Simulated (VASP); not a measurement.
Runs of VASP 6.6.1 on Al. The structure is that of space group P6_3/mmc (No. 194), or close to it. The cells are those of the table. 

```tsv
task	cell	k mesh	cutoff (eV)	gap on the mesh (eV)	pressure (GPa)
single point	a = 2.859, b = 2.859, c = 9.489 Å, angles 90.0, 90.0, 120.0°, 4 atoms	13 × 13 × 4	520	none	-0.2
relaxation of cell and atoms	relaxed from a = 2.863, b = 2.863, c = 9.352 Å, angles 90.0, 90.0, 120.0°, 4 atoms	13 × 13 × 4	600	none	0.0
single point	a = 2.740, b = 2.740, c = 9.093 Å, angles 90.0, 90.0, 120.0°, 4 atoms	14 × 14 × 4	520	none	(b)
single point	a = 2.859, b = 2.859, c = 9.489 Å, angles 90.0, 90.0, 120.0°, 4 atoms	14 × 14 × 4	520	none	-0.2
single point	a = 2.781, b = 2.781, c = 9.229 Å, angles 90.0, 90.0, 120.0°, 4 atoms	14 × 14 × 4	520	none	7.4
single point	a = 2.969, b = 2.969, c = 9.854 Å, angles 90.0, 90.0, 120.0°, 4 atoms	14 × 14 × 4	520	none	-6.6
single point	a = 2.934, b = 2.934, c = 9.736 Å, angles 90.0, 90.0, 120.0°, 4 atoms	14 × 14 × 4	520	none	-5.0
single point	a = 2.897, b = 2.897, c = 9.614 Å, angles 90.0, 90.0, 120.0°, 4 atoms	14 × 14 × 4	520	none	-2.8
single point	a = 2.821, b = 2.821, c = 9.361 Å, angles 90.0, 90.0, 120.0°, 4 atoms	14 × 14 × 4	520	none	3.2
single point	a = 2.859, b = 2.859, c = 9.489 Å, angles 90.0, 90.0, 120.0°, 4 atoms	17 × 17 × 5	520	none	(a)
```

Alike in all rows: level revPBE; potentials or basis VASP PAW PBE potentials, release 64 (Al); no spin polarisation; smearing fermi-dirac 0.1 eV.

Problem. Fill in the values left out.

Solution. (a) -0.1; (b) 12.6.

Caveats: the PAW data sets were made with another functional, which shifts forces and pressure a little.

A gap of «none» marks levels without a gap at the run's occupations.
